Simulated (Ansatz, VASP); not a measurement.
**AlN in VASP and in Ansatz**

The input INCAR:

```
  PREC = Accurate
  ENCUT = 520
  EDIFF = 1E-6
  ISMEAR = 0
  SIGMA = 0.05
  LREAL = F
  LASPH = T
  NELM = 60
  ALGO = Normal
  ISIF = 2
  LWAVE = F
  LCHARG = T
  GGA = PE
  LELF = T
  LVHAR = T
  NBANDS = 16
```

The input KPOINTS:

```
regular mesh
0
Gamma
  12 12 6
```

POSCAR

```
AlN
1.0
    3.1110021516      0.0000000000      0.0000000000
   -1.5555010758      2.6942068945      0.0000000000
    0.0000000000      0.0000000000      4.9780000000
Al N
2 2
Direct
    0.2975134465      0.6410598885     -0.0475936351
    0.6935031174      0.3592081768      0.4885561274
    0.3661637985      0.7133904999      0.4288797804
    0.6428196376      0.2863414348      0.9001577274
```

Input for Ansatz:

```yaml
crystal:
  lattice:
    - [3.1110021516, 0.0, 0.0]
    - [-1.5555010758, 2.6942068945, 0.0]
    - [0.0, 0.0, 4.978]
  atoms:
    - { symbol: Al, position: [0.2975134465, 0.6410598885, -0.0475936351] }
    - { symbol: Al, position: [0.6935031174, 0.3592081768, 0.4885561274] }
    - { symbol: "N", position: [0.3661637985, 0.7133904999, 0.4288797804] }
    - { symbol: "N", position: [0.6428196376, 0.2863414348, 0.9001577274] }
basis:
  ecutwfc: 420
kpoints:
  mp_grid: { grid: [12, 12, 6] }
hamiltonian:
  xc: pbe
scf:
  occupations: { method: gaussian, width: 0.05 }
output:
  forces: true
  stress: true
  eigenvalues: true
```

Change from the starting cell: all atoms moved at random (sigma 0.1 Å a component).

Alike in both runs: task single point; functional PBE; k mesh 12 × 12 × 6; occupations gaussian, width 0.05 eV; no spin polarisation.

|  | VASP | Ansatz |
| --- | --- | --- |
| version | VASP 6.6.1 | Ansatz 0.2.0 |
| potentials or method | VASP PAW PBE potentials, release 64 (Al, N), cutoff 520 eV | scalar-relativistic, plane waves, PAW |
| valence electrons in the cell | 16 | 16 |

|  | VASP | Ansatz | Ansatz less VASP |
| --- | --- | --- | --- |
| gap on the k mesh at the Fermi level (eV) | 3.12 | 3.11 | -0.010 |
| least direct gap on the mesh (eV) | 3.12 | 3.11 | -0.010 |
| pressure (GPa) | 11.5 | 11.7 | +0.20 |
| traceless stress, the component that is largest in VASP (GPa) | 16.84 | 16.78 | -0.060 |
| rms of the force components (eV/Å) | 1.264 | 1.258 | -0.0058 |

Atom by atom the forces differ by 0.007 eV/Å (rms over components). The functional is the same, so the differences come from potentials, cutoffs and numerics.
